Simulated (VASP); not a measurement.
## Ga8As7P: single point with r2SCAN

Crystal: Ga8As7P.

```
CELL_PARAMETERS angstrom
11.26088 0.00000 0.00000
0.00000 11.26088 0.00000
0.00000 0.00000 11.26088
ATOMIC_POSITIONS crystal
Ga 0.99939 0.99921 0.00063
Ga 0.99944 0.99321 0.49970
Ga 0.99991 0.50103 0.99984
Ga 0.99600 0.50385 0.49629
Ga 0.49983 0.99974 0.99998
Ga 0.50381 0.99591 0.49627
Ga 0.50065 0.50057 0.00092
Ga 0.49990 0.50109 0.49982
Ga 0.24972 0.24938 0.00030
Ga 0.24952 0.24916 0.49960
Ga 0.24924 0.74989 0.00038
Ga 0.24612 0.75321 0.49633
Ga 0.74995 0.24928 0.00028
Ga 0.75030 0.24909 0.49963
Ga 0.75054 0.75001 0.00028
Ga 0.75312 0.75291 0.49635
Ga 0.24560 0.99588 0.25349
Ga 0.25035 0.99991 0.74904
Ga 0.25041 0.50055 0.24980
Ga 0.24892 0.50102 0.74876
Ga 0.74676 0.99643 0.25292
Ga 0.75380 0.99589 0.74489
Ga 0.75403 0.50457 0.25369
Ga 0.74987 0.50056 0.74905
Ga 0.99934 0.24886 0.25030
Ga 0.99985 0.24972 0.74871
Ga 0.99978 0.74995 0.25665
Ga 0.99602 0.75323 0.74517
Ga 0.49995 0.24983 0.24995
Ga 0.50063 0.24898 0.74938
Ga 0.50392 0.75330 0.25372
Ga 0.50001 0.74997 0.74856
As 0.12468 0.12358 0.12590
As 0.12358 0.12267 0.62328
As 0.12357 0.62606 0.12702
As 0.12279 0.62673 0.62245
As 0.62501 0.12360 0.12589
As 0.62566 0.12267 0.62358
As 0.62607 0.62619 0.12688
As 0.62691 0.62704 0.62259
As 0.37483 0.37484 0.12480
As 0.37481 0.37477 0.62457
As 0.37480 0.87451 0.12692
As 0.37482 0.87462 0.62229
As 0.87473 0.37592 0.12581
As 0.87482 0.37587 0.62339
As 0.87495 0.87373 0.12786
As 0.37492 0.12245 0.37460
As 0.37489 0.12471 0.87475
As 0.37472 0.62714 0.37486
As 0.37493 0.62512 0.87472
As 0.87481 0.12166 0.37556
As 0.87464 0.12354 0.87356
As 0.87498 0.62615 0.87343
As 0.12379 0.37589 0.37480
As 0.12461 0.37493 0.87456
As 0.12368 0.87451 0.87341
As 0.62601 0.37613 0.37478
As 0.62511 0.37503 0.87472
As 0.62604 0.87496 0.87356
P 0.87466 0.87363 0.62129
P 0.87494 0.62809 0.37584
P 0.12264 0.87411 0.37570
P 0.62713 0.87388 0.37581
```

```
Program             : VASP 6.6.1
Task                : single point
Functional          : r2SCAN
Potentials or basis : VASP PAW PBE potentials, release 64 (Ga_d, As, P)
Cutoff              : 550 eV
k mesh              : 1 × 1 × 1, shifted
Occupations         : fermi-dirac, width 0.05 eV
Spin                : no spin polarisation
```

| Property | Result |
| --- | --- |
| Pressure | 0.4 GPa |
| Largest force | 0.032 eV/Å |
| Band gap on the k mesh | 1.79 eV |

Forces on the atoms (eV/Å):
```
Ga   0.002  0.011  0.004
Ga   0.012  0.016 -0.002
Ga   0.003  0.000  0.005
Ga   0.013  0.003  0.015
Ga   0.002 -0.006  0.006
Ga  -0.011  0.014  0.017
Ga  -0.005  0.001 -0.001
Ga   0.003  0.006  0.011
Ga   0.010  0.016 -0.005
Ga   0.006  0.003  0.007
Ga   0.014  0.002  0.002
Ga   0.014  0.002  0.016
Ga   0.006  0.018 -0.004
Ga   0.000  0.015  0.009
Ga  -0.007  0.008 -0.007
Ga   0.000  0.004  0.030
Ga   0.023  0.020 -0.003
Ga   0.003  0.004  0.008
Ga  -0.007 -0.008  0.005
Ga   0.005 -0.002  0.007
Ga   0.010  0.008  0.013
Ga  -0.010  0.022  0.022
Ga  -0.013 -0.004 -0.004
Ga   0.010  0.002  0.008
Ga   0.007  0.014  0.002
Ga   0.005  0.004  0.008
Ga   0.008  0.016 -0.014
Ga   0.017 -0.011  0.020
Ga   0.005  0.006  0.003
Ga  -0.011  0.007  0.010
Ga  -0.010  0.005  0.006
Ga   0.006  0.009  0.012
As  -0.002 -0.015 -0.017
As   0.004  0.009  0.005
As   0.006 -0.004 -0.013
As  -0.010 -0.005  0.002
As  -0.019  0.001 -0.012
As   0.001 -0.012 -0.006
As   0.001 -0.013 -0.010
As  -0.008 -0.010 -0.008
As  -0.003 -0.003 -0.003
As  -0.002  0.002 -0.011
As  -0.009  0.016 -0.015
As   0.002  0.003  0.008
As   0.014 -0.012 -0.007
As   0.001 -0.012 -0.004
As  -0.009 -0.006 -0.016
As  -0.004  0.005  0.003
As  -0.010 -0.016 -0.014
As   0.004 -0.015 -0.011
As  -0.010 -0.009 -0.016
As   0.003  0.007 -0.011
As   0.000 -0.003 -0.001
As  -0.006 -0.008  0.000
As  -0.010 -0.005 -0.007
As   0.003 -0.004  0.003
As   0.004  0.001  0.006
As  -0.012 -0.016  0.001
As  -0.003 -0.011 -0.010
As  -0.012 -0.009 -0.003
P    0.001 -0.005 -0.001
P   -0.003 -0.020 -0.008
P   -0.010 -0.027  0.001
P   -0.010 -0.010 -0.028
```

Stress tensor (GPa, compression positive):
```
 0.41 -0.69 -0.69
-0.69  0.42 -0.68
-0.69 -0.68  0.41
```

Levels at points of the mesh, in eV from the valence-band top:
```csv
k point,band 284,band 285,band 286,band 287,band 288,band 289,band 290,band 291,band 292,band 293
"(0.25, 0.25, 0.25)",-0.52,-0.51,-0.46,0.00,0.00,1.79,2.22,2.25,2.26,2.31
```

It took 11 min on 4 MPI ranks on Intel(R) Xeon(R) 6975P-C (Granite Rapids), with other jobs on the host, peak memory 0.65 GiB a rank.

Caveat: the PAW data sets were made with another functional, which shifts forces and pressure a little; a shifted mesh leaves out Γ, where band edges can lie. A k mesh can miss the band edges.
